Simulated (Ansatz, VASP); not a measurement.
**PtS2 in VASP and in Ansatz**

File INCAR:

```
PREC = Accurate
ENCUT = 520
EDIFF = 1E-7
ISMEAR = 0
SIGMA = 0.05
LREAL = False
LASPH = True
NELM = 100
ALGO = Normal
ISIF = 2
LWAVE = False
LCHARG = False
LDIPOL = True
IDIPOL = 3
DIPOL = 0.5 0.5 0.394
GGA = PE
IVDW = 12
NBANDS = 31
```

The input KPOINTS:

```
regular mesh
0
Gamma
  9 9 1
```

The input POSCAR:

```
PtS2
1.0
    3.5414386157      0.0000000000      0.0000000000
   -1.7707193078      3.0669758072      0.0000000000
    0.0000000000      0.0000000000     22.4671575440
S Pt
4 2
Direct
    0.6666666667      0.3333333333      0.2002923597
    0.3333333333      0.6666666667      0.3108349936
    0.8333333333      0.6666666667      0.4773001992
    0.5000000000      1.0000000000      0.5878428332
    0.0000000000      0.0000000000      0.2555636767
    0.1666666667      0.3333333333      0.5325715162
```

Input for Ansatz:

```yaml
crystal:
  lattice:
    - [3.5414386157, 0.0, 0.0]
    - [-1.7707193078, 3.0669758072, 0.0]
    - [0.0, 0.0, 22.467157544]
  atoms:
    - { symbol: S, position: [0.6666666667, 0.3333333333, 0.2002923597] }
    - { symbol: Pt, position: [0.0, 0.0, 0.2555636767] }
    - { symbol: S, position: [0.3333333333, 0.6666666667, 0.3108349936] }
    - { symbol: S, position: [0.8333333333, 0.6666666667, 0.4773001992] }
    - { symbol: Pt, position: [0.1666666667, 0.3333333333, 0.5325715162] }
    - { symbol: S, position: [0.5, 1.0, 0.5878428332] }
basis:
  ecutwfc: 420
kpoints:
  mp_grid: { grid: [9, 9, 1] }
hamiltonian:
  xc: pbe
  dispersion: d3bj
scf:
  occupations: { method: gaussian, width: 0.05 }
output:
  forces: true
  eigenvalues: true
efield:
  axis: 3
  dipole_correction: true
  ramp_width: 0.04
```

Alike in both runs: task single point; functional PBE; dispersion D3(BJ); k mesh 9 × 9 × 1; occupations gaussian, width 0.05 eV; no spin polarisation.

|  | VASP | Ansatz |
| --- | --- | --- |
| version | VASP 6.6.1 | Ansatz 0.2.0 |
| potentials or method | VASP PAW PBE potentials, release 64 (S, Pt), cutoff 520 eV | scalar-relativistic, plane waves, PAW |
| valence electrons in the cell | 44 | 60 |

|  | VASP | Ansatz | Ansatz less VASP |
| --- | --- | --- | --- |
| gap on the k mesh at the Fermi level (eV) | 1.57 | 1.57 | -0.004 |
| least direct gap on the mesh (eV) | 1.66 | 1.65 | -0.005 |
| rms of the force components (eV/Å) | 0.025 | 0.028 | +0.0033 |

VASP's potentials hold 44 valence electrons a cell and Ansatz's 60, so a difference there can come from the potentials and not from the codes.

Neither program's run includes spin-orbit coupling.
